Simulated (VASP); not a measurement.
# Hf17O32 (a cell with a defect) in VASP: single point with PBEsol

Aim: the single point of Hf17O32 (a cell with a defect) with PBEsol.

Everything below comes from runs of VASP 6.6.1. Logs are shortened: lines on timing, memory, paths and dates and some standing lists are left out, and cuts for length are marked.

### Step 1. The cell of the first run

The cell holds a defect, 49 atoms: a = 9.374 Å, b = 9.374 Å, c = 9.374 Å, α = 93.56°, β = 117.97°, γ = 117.97°.

### Step 2. Single point, PBEsol (with an interstitial atom, then relaxed in part)

Input file INCAR:

```
ALGO = Normal ; EDIFF = 1E-6
ENCUT = 520 ; GGA = PS
ISIF = 2 ; ISMEAR = 0
LASPH = True ; LCHARG = False
LREAL = Auto ; LWAVE = False
NBANDS = 211 ; NELECT = 360.0
NELM = 80 ; PREC = Accurate
SIGMA = 0.01
```

Input file KPOINTS:

```
Automatic mesh
0
Gamma
  2 2 2
  0.5 0.5 0.5
```

Input file POSCAR:

```
Hf17O32
1.0
   -4.8301248092      4.8301248092      6.4194329052
    4.8301248092      4.8301248092     -6.4194329052
   -4.8301248092     -4.8301248092     -6.4194329052
Hf O
17 32
Direct
    0.0202554844      0.2619957399      0.2499812140
   -0.0578704097     -0.0337008363     -0.0201331148
    0.4797445156      0.7297257297      0.2417402556
    0.5578704097      0.5377372949      0.0241695734
    0.4936931761      0.2467334195      0.7475624111
    0.5168221615      0.0030313038      0.5136336755
    0.0063068239      0.7538692350      0.7530402434
   -0.0168221615      0.4968115140      0.4862091423
    0.4991710084      0.3774375889      0.3711307650
    0.5135677215      0.1008304266      0.1587008363
    0.0120145259      0.8750187860      0.3952742703
    0.0106023717      0.6387908577      0.1219686962
    0.0008289916      0.3719597566      0.8782665805
   -0.0135677215      0.1451331148      0.5872627051
    0.4879854741      0.8832597444      0.8630042601
    0.4893976283      0.6113663245      0.6281884860
    0.2500000000      0.1875000000      0.9375000000
    0.8026894570      0.5423818890      0.5239249132
    0.8127214679      0.2582983209      0.2841185616
    0.3120135075      0.0146653527      0.5374447329
    0.3102282791      0.7919984605      0.2800470913
    0.3104926811      0.4853524546      0.0253379881
    0.3081925919      0.3047709047      0.7685690755
    0.7947066980      0.0460480591      0.0273227283
    0.7953159334      0.7571463744      0.7675445407
    0.4815430242      0.3853075680      0.5826181110
    0.5103981663      0.1631695590      0.3678536256
    0.0399855335      0.9501402265      0.6396475454
   -0.0119513692      0.6432298185      0.3330015395
    0.0227793801      0.4223481548      0.1103346473
   -0.0362018292      0.1284216873      0.8202290953
    0.4812746692      0.8736586390      0.0789519409
    0.5258202407      0.6794231470      0.8667016791
    0.4772206199      0.5875552671      0.3995687746
    0.5362018292      0.3564309245      0.1646235164
    0.0187253308      0.0976772717      0.3923839698
   -0.0258202407      0.8408814384      0.1536029063
    0.0184569758      0.6010750868      0.9037645438
   -0.0103981663      0.3574554593      0.6527713927
    0.4600144665      0.0996620119      0.9101546930
    0.5119513692      0.8449529087      0.6551811877
    0.1895073189      0.2148453070      0.1748597735
    0.1918074081      0.9603764836      0.9965783127
    0.7052933020      0.7326160302      0.2513413610
    0.7046840666      0.4722286073      0.9618304410
    0.6973105430      0.2212354562      0.7396924320
    0.6872785321      0.9713970937      0.4455768530
    0.1879864925      0.7254312254      0.7026518452
    0.1897717209      0.4698188123      0.4817701815
```

Potentials or basis: VASP PAW PBE potentials, release 64 (Hf_pv, O).

Command:

```console
$ cat potpaw_PBE.64/Hf_pv/POTCAR potpaw_PBE.64/O/POTCAR > POTCAR
$ mpirun -np 1 vasp_std > vasp.out
```

OUTCAR:

```text
EDIFF = 1E-6
   ENCUT = 520
   GGA = PS
   ISIF = 2
   ISMEAR = 0
   LASPH = True
   LREAL = Auto
   NELECT = 360.0
   NELM = 80
   PREC = Accurate

 ion  position               nearest neighbor table
   1  0.020  0.262  0.250-  30 2.05  24 2.06  49 2.09  36 2.10  19 2.10  42 2.21   2 3.18   8 3.27
                            14 3.51  16 3.61   9 3.62  13 3.64  12 3.83  10 3.86
   2  0.942  0.966  0.980-  25 2.03  24 2.04  37 2.06  42 2.14  31 2.21  43 2.30  17 2.89   1 3.18
                             7 3.26  16 3.50  15 3.51  12 3.63  13 3.83  11 3.86
   3  0.480  0.730  0.242-  34 2.05  44 2.06  21 2.09  32 2.10  47 2.10  22 2.21   4 3.18   6 3.27
                            10 3.51  12 3.61  13 3.62   9 3.64  16 3.83  14 3.86
   4  0.558  0.538  0.024-  45 2.03  44 2.04  33 2.06  22 2.14  35 2.21  23 2.30  17 2.89   3 3.18
                             5 3.26  12 3.50  11 3.51  16 3.63   9 3.83  15 3.86
   5  0.494  0.247  0.748-  45 2.06  46 2.06  26 2.08  20 2.09  23 2.13  40 2.15   6 3.22   4 3.26
                            17 3.38  15 3.62  11 3.64  16 3.67   9 3.82  13 3.82  14 3.83
   6  0.517  0.003  0.514-  41 2.05  20 2.08  21 2.09  27 2.09  46 2.10  47 2.10   5 3.22   3 3.27
                            10 3.50  15 3.61  14 3.63  13 3.67  16 3.82  12 3.82  11 3.83
   7  0.006  0.754  0.753-  25 2.06  18 2.06  38 2.08  48 2.09  43 2.13  28 2.15   8 3.22   2 3.26
                            17 3.38  11 3.62  15 3.64  12 3.67   9 3.82  13 3.82  10 3.83
   8  0.983  0.497  0.486-  29 2.05  48 2.08  49 2.09  39 2.09  18 2.10  19 2.10   7 3.22   1 3.27
                            14 3.50  11 3.61  10 3.63   9 3.67  12 3.82  16 3.82  15 3.83
   9  0.499  0.377  0.371-  27 2.06  26 2.06  18 2.08  34 2.09  35 2.13  42 2.15  16 3.22  10 3.26
                            17 3.38   1 3.62   3 3.64   8 3.67   5 3.82   7 3.82   4 3.83
  10  0.514  0.101  0.159-  27 2.03  32 2.04  19 2.06  40 2.14  43 2.21  35 2.30  17 2.89  15 3.18
                             9 3.26   6 3.50   3 3.51   8 3.63   7 3.83   1 3.86
  11  0.012  0.875  0.395-  20 2.05  36 2.06  29 2.09  44 2.10  37 2.10  28 2.21  14 3.18  12 3.27
                             4 3.51   8 3.61   7 3.62   5 3.64   6 3.83   2 3.86
  12  0.011  0.639  0.122-  21 2.05  30 2.08  29 2.09  45 2.09  38 2.10  37 2.10  13 3.22  11 3.27
                             4 3.50   3 3.61   2 3.63   7 3.67   6 3.82   8 3.82   1 3.83
  13  0.001  0.372  0.878-  39 2.06  38 2.06  46 2.08  30 2.09  31 2.13  22 2.15  12 3.22  14 3.26
                            17 3.38   3 3.62   1 3.64   6 3.67   5 3.82   7 3.82   2 3.83
  14  0.986  0.145  0.587-  39 2.03  36 2.04  47 2.06  28 2.14  23 2.21  31 2.30  17 2.89  11 3.18
                            13 3.26   8 3.50   1 3.51   6 3.63   5 3.83   3 3.86
  15  0.488  0.883  0.863-  48 2.05  32 2.06  41 2.09  24 2.10  33 2.10  40 2.21  10 3.18  16 3.27
                             2 3.51   6 3.61   5 3.62   7 3.64   8 3.83   4 3.86
  16  0.489  0.611  0.628-  49 2.05  34 2.08  41 2.09  25 2.09  26 2.10  33 2.10   9 3.22  15 3.27
                             2 3.50   1 3.61   4 3.63   5 3.67   6 3.82   8 3.82   3 3.83
  17  0.250  0.188  0.938-  43 2.12  35 2.12  23 2.12  31 2.12  40 2.57  22 2.57  28 2.57  42 2.57
                            14 2.89   4 2.89  10 2.89   2 2.89  13 3.38   7 3.38   9 3.38   5 3.38
  18  0.803  0.542  0.524-   7 2.06   9 2.08   8 2.10
  19  0.813  0.258  0.284-  10 2.06   1 2.10   8 2.10
  20  0.312  0.015  0.537-  11 2.05   6 2.08   5 2.09
  21  0.310  0.792  0.280-  12 2.05   6 2.09   3 2.09
  22  0.310  0.485  0.025-   4 2.14  13 2.15   3 2.21  17 2.57
[... 263 lines left out ...]
   GGA     = PS    functional components
   LHFCALC =     F    Hartree Fock is set to
   AEXX    =    0.0000 exact exchange contribution
   IVDW    =     0    specifies the selected vdW correction
   LEPSILON=     F    determine dielectric tensor
   LRPA    =     F    only Hartree local field effects (RPA)
 non-spin polarized calculation
 Gauss-broadening in eV      SIGMA  =   0.01
  energy-cutoff  :      520.00
  volume of cell :      599.06
 maximum number of plane-waves:     16140
 NGX is ok and might be reduce to    70
   NGX = 35   NGY = 35   NGZ = 35

 number of electron     360.0000015 magnetization

 Free energy of the ion-electron system (eV)
  ---------------------------------------------------
  ext. energy  EPLUGINS =         0.00000000
  ---------------------------------------------------
  free energy    TOTEN  =      -525.23957337 eV

  energy without entropy =     -525.23957337  energy(sigma->0) =     -525.23957337

 E-fermi :   5.7835     XC(G=0): -11.3752

 val. band max:        5.6559097820   @ k =  -0.2500   0.2500   0.2500
 cond. band min:       6.4448755306   @ k =   0.2500   0.2500   0.2500
 fundamental gap:      0.7889657486
 Fermi energy:         5.7834724975

 k-point     1 :       0.2500    0.2500    0.2500
  band No.  band energies     occupation
      1     -26.9822      2.00000
      2     -26.9820      2.00000
      3     -26.9777      2.00000
      4     -26.9658      2.00000
      5     -26.9460      2.00000
      6     -26.9365      2.00000
[... 574 lines left out ...]
    191       7.3696      0.00000
    192       7.4514      0.00000
 [bands above 192 left out]

------------------------ aborting loop because EDIFF is reached ----------------------------------------

  FORCE on cell =-STRESS in cart. coord.  units (eV):
  Direction    XX          YY          ZZ          XY          YZ          ZX
  --------------------------------------------------------------------------------------
  -------------------------------------------------------------------------------------
  Total      -25.2418601    -25.2418601    -29.7825759     -0.0000000      0.0000000      0.0000000
  in kB      -67.5085184    -67.5085184    -79.6525122     -0.0000001      0.0000000      0.0000000
  external PRESSURE =     -71.5565163 kB  Pullay stress =       0.0000000 kB

 VOLUME and BASIS-vectors are now :
 -----------------------------------------------------------------------------
  energy-cutoff  :      520.00
  volume of cell :      599.06
      direct lattice vectors                 reciprocal lattice vectors
    -4.830124809  4.830124809  6.419432905    -0.103516994  0.103516994  0.000000000
     4.830124809  4.830124809 -6.419432905     0.000000000  0.103516994 -0.077888500
    -4.830124809 -4.830124809 -6.419432905    -0.103516994  0.000000000 -0.077888500

 POSITION                                       TOTAL-FORCE (eV/Angst)
 -----------------------------------------------------------------------------------
     -0.03980      0.15587     -3.15657         0.039729     -0.056516     -0.037972
     -4.61614      4.48507     -6.44534        -0.029037      0.041469     -0.006208
      0.03980      4.67426     -3.15657        -0.039729      0.056516     -0.037972
     -0.21399      5.17518     -0.02591         0.029037     -0.041469     -0.006208
     -4.80367     -0.03447     -3.21359         0.002363      0.037128      0.004397
     -4.96259      0.03004      0.00101         0.042475     -0.019382     -0.006197
[... 41 lines left out ...]
     -0.79797      1.01803     -7.96072         0.024444     -0.034343     -0.017240
     -0.97435      0.85889     -4.89043         0.033277     -0.007126      0.024102
 -----------------------------------------------------------------------------------
    total drift:                               -0.000000     -0.000002     -0.000007

  FREE ENERGIE OF THE ION-ELECTRON SYSTEM (eV)
  ---------------------------------------------------
  free  energy   TOTEN  =      -525.2395733696 eV

  energy  without entropy=     -525.2395733696  energy(sigma->0) =     -525.23957337
```

Wall time 22 min (1 thread of Oxide Virtual Turin-like, shared host); peak memory 0.77 GiB.

What came out:

```
Free energy   : -525.2396 eV
Largest force : 0.118 eV/Å
```

Forces in eV/Å, atoms in the order of the input:
```
Hf   0.040 -0.057 -0.038
Hf  -0.029  0.041 -0.006
Hf  -0.040  0.057 -0.038
Hf   0.029 -0.041 -0.006
Hf   0.002  0.037  0.004
Hf   0.042 -0.019 -0.006
Hf  -0.002 -0.037  0.004
Hf  -0.042  0.019 -0.006
Hf  -0.037  0.002 -0.004
Hf   0.041  0.029  0.006
Hf   0.057  0.040  0.038
Hf  -0.019 -0.042  0.006
Hf   0.037 -0.002 -0.004
Hf  -0.041 -0.029  0.006
Hf  -0.057 -0.040  0.038
Hf   0.019  0.042  0.006
Hf   0.000  0.000  0.000
O   -0.040  0.028  0.010
O   -0.020  0.038 -0.025
O   -0.024  0.034 -0.017
O   -0.033  0.007  0.024
O   -0.003  0.035 -0.014
O   -0.100 -0.061  0.012
O   -0.032  0.028  0.029
O   -0.028  0.022 -0.026
O    0.028  0.040 -0.010
O    0.022  0.028  0.026
O    0.035  0.003  0.014
O    0.007  0.033 -0.024
O    0.034  0.024  0.017
O   -0.061  0.100 -0.012
O    0.028  0.032 -0.029
O    0.038  0.020  0.025
O   -0.034 -0.024  0.017
O    0.061 -0.100 -0.012
O   -0.028 -0.032 -0.029
O   -0.038 -0.020  0.025
O   -0.028 -0.040 -0.010
O   -0.022 -0.028  0.026
O   -0.035 -0.003  0.014
O   -0.007 -0.033 -0.024
O    0.003 -0.035 -0.014
O    0.100  0.061  0.012
O    0.032 -0.028  0.029
O    0.028 -0.022 -0.026
O    0.040 -0.028  0.010
O    0.020 -0.038 -0.025
O    0.024 -0.034 -0.017
O    0.033 -0.007  0.024
```

Caveat: the cell carries a net charge on a neutralising background, which shifts energy and pressure; the cell differs from its parent crystal (with an interstitial atom, then relaxed in part); the cell is charged against a uniform background, so pressure and absolute levels hang on convention; the PAW data sets were made with another functional, which shifts forces and pressure a little; spin-orbit coupling is left out, which moves the levels of the heavy elements.
